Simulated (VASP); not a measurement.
## MoS2: single point with PBEsol

Crystal: MoS2.

```xyz
6
Lattice="3.1414 0.0000 0.0000 -1.5707 2.7205 0.0000 0.0000 0.0000 12.5684" Properties=species:S:1:pos:R:3 pbc="T T T"
Mo    0.0000    1.8137    3.1421
Mo    1.5707    0.9068    9.4263
S     0.0000    1.8137    7.8673
S     1.5707    0.9068    1.5831
S     0.0000    1.8137   10.9853
S     1.5707    0.9068    4.7011
```

| Item | Value |
| --- | --- |
| Program | VASP 6.6.1 |
| Task | single point |
| Functional | PBEsol |
| Potentials or basis | VASP PAW PBE potentials, release 64 (Mo_sv, S) |
| Cutoff | 520 eV |
| k mesh | 12 × 12 × 4 |
| Occupations | gaussian, width 0.02 eV |
| Spin | no spin polarisation |

```json
{
 "Pressure": "0.0 GPa",
 "Band gap on the k mesh": "0.99 eV, indirect (least direct gap 1.74 eV)"
}
```

Forces in eV/Å, atoms in the order of the input:
```
Mo   0.000  0.000  0.000
Mo   0.000  0.000  0.000
S    0.000  0.000 -0.002
S    0.000  0.000 -0.002
S    0.000  0.000  0.002
S    0.000  0.000  0.002
```

Levels at points of the mesh, in eV from the valence-band top:
| k point | band 24 | band 25 | band 26 | band 27 | band 28 | band 29 |
| --- | --- | --- | --- | --- | --- | --- |
| (0.00, 0.00, 0.00) | -1.31 | -1.13 | 0.00 | 2.29 | 2.29 | 2.31 |
| (0.50, 0.00, 0.00) | -1.41 | -1.32 | -1.23 | 1.80 | 1.84 | 2.19 |
| (0.00, 0.00, 0.50) | -2.05 | -0.29 | -0.29 | 2.29 | 2.29 | 2.29 |
| (0.50, 0.00, 0.50) | -1.48 | -1.27 | -1.27 | 1.82 | 1.82 | 2.33 |

Wall time 110 s on 1 thread of Intel(R) Xeon(R) Platinum 8488C (Sapphire Rapids), on a shared host, peak memory 0.32 GiB.

Caveat: the PAW data sets were made with another functional, which shifts forces and pressure a little; this functional lacks dispersion, which binds the layers, so the pressure and a relaxed spacing across them are unreliable. A k mesh can miss the band edges.
